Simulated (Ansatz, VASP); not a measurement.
**InGa3P2 in VASP and in Ansatz**

```
In Ga P
1.0
     4.93590    0.00000    0.00000
    -2.46795    4.27461    0.00000
     0.00000    0.00000    9.48425
In Ga P
1 3 2
Direct
  0.00000 0.00000 0.00000
  0.33333 0.66667 0.50000
  0.66667 0.33333 0.50000
  0.00000 0.00000 0.50000
  0.00000 0.00000 0.73971
  0.00000 0.00000 0.26029
```

Alike in both runs: functional PBE; k mesh 12 × 12 × 4; occupations gaussian, width 0.1 eV; no spin polarisation.

Ansatz relaxed the structure, and its values are those at the end. VASP's run is a single point on that final structure, the one shown.

```csv
,VASP,Ansatz
version,VASP 6.6.1,Ansatz 0.2.0
potentials or method,"VASP PAW PBE potentials, release 64 (In_d, Ga_d, P), cutoff 520 eV","scalar-relativistic, plane waves, PAW"
valence electrons in the cell,62,62
```

|  | VASP | Ansatz | Ansatz less VASP |
| --- | --- | --- | --- |
| gap on the k mesh at the Fermi level (eV) | none | none | - |
| pressure (GPa) | 0.0 | 0.0 | +0.01 |

A gap of «none» marks a metal or a gap that the smearing closes.
